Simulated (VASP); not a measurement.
Input of a VASP 6.6.1 run:

File INCAR:

```
ALGO = Normal
EDIFF = 1E-6
ENCUT = 520
GGA_COMPAT = False
ISIF = 2
ISMEAR = 0
LASPH = True
LCHARG = False
LREAL = False
LWAVE = False
NBANDS = 94
NELM = 120
NELMDL = -8
PREC = Accurate
SIGMA = 0.01
```

Contents of KPOINTS:

```
k-points
0
Gamma
  4 4 1
```

The input POSCAR:

```
ReS2
1.0
    6.2971963801     -0.0070283613      0.0000000000
    3.0861475235      5.6045564958      0.0000000000
    0.0000000000      0.0000000000     23.0000000000
Re S
8 16
Direct
    0.2599904782      0.1783559710      0.3667337334
    0.3826988648      0.5526752851      0.3713786455
    0.8333221830      0.1513039227      0.3684421521
    0.8093674379      0.5800343029      0.3696175270
    0.1554965200      0.9124584624      0.6286213532
    0.2782048844      1.2867777433      0.6332662737
    0.7288279613      0.8850994923      0.6303824717
    0.7048731962      1.3138298824      0.6315578539
    1.0052004520      0.7696332336      0.3180424199
    0.4662931705      0.8010612393      0.3108220727
    0.1762280023      0.9298382093      0.4271518748
    0.1370542918      0.4711060729      0.4368304296
    0.6375698539      0.9617836557      0.4198731829
    0.9661378498      0.3073654618      0.2936716259
    0.6762406681      0.4247612645      0.4445144593
    0.5055827070      0.2601706144      0.3013828182
    0.9006255308      1.5033501816      0.5801268338
    0.3619673597      1.5352956162      0.5728481243
    0.0719022730      1.6640725661      0.6891779128
    0.0326125856      1.2049632298      0.6986171896
    0.5329949390      1.6955006094      0.6819576030
    0.8619547116      1.0403726823      0.5554855204
    0.5720575487      1.1577684036      0.7063283607
    0.4011410979      0.9940277768      0.5631695612
```

Potentials or basis: VASP PAW LDA potentials, release 64 (Re, S).

Run with:

```console
$ cat potpaw_LDA.64/Re/POTCAR potpaw_LDA.64/S/POTCAR > POTCAR
$ mpirun -np 1 vasp_std > vasp.out
```

Question: What does it give for the largest force?

Answer: 0.166 eV/Å.

Question: Estimate the band gap on the k mesh.

Answer: 1.36 eV.

Forces on the atoms (eV/Å):
```
Re   0.023 -0.021 -0.016
Re  -0.020  0.021  0.016
Re  -0.012 -0.042 -0.009
Re   0.015  0.044  0.009
Re   0.020 -0.021 -0.016
Re  -0.023  0.021  0.016
Re  -0.015 -0.044 -0.009
Re   0.012  0.042  0.009
S    0.006  0.010 -0.069
S   -0.004  0.046 -0.090
S    0.009 -0.047  0.090
S    0.005  0.034  0.130
S   -0.003 -0.009  0.070
S    0.001  0.001 -0.166
S    0.001 -0.001  0.163
S   -0.003 -0.034 -0.130
S    0.003  0.009 -0.070
S   -0.009  0.047 -0.090
S    0.004 -0.046  0.090
S    0.003  0.034  0.130
S   -0.006 -0.010  0.069
S   -0.001  0.001 -0.163
S   -0.001 -0.001  0.166
S   -0.005 -0.034 -0.130
```

Caveat: spin-orbit coupling is left out, which moves the levels of the heavy elements.
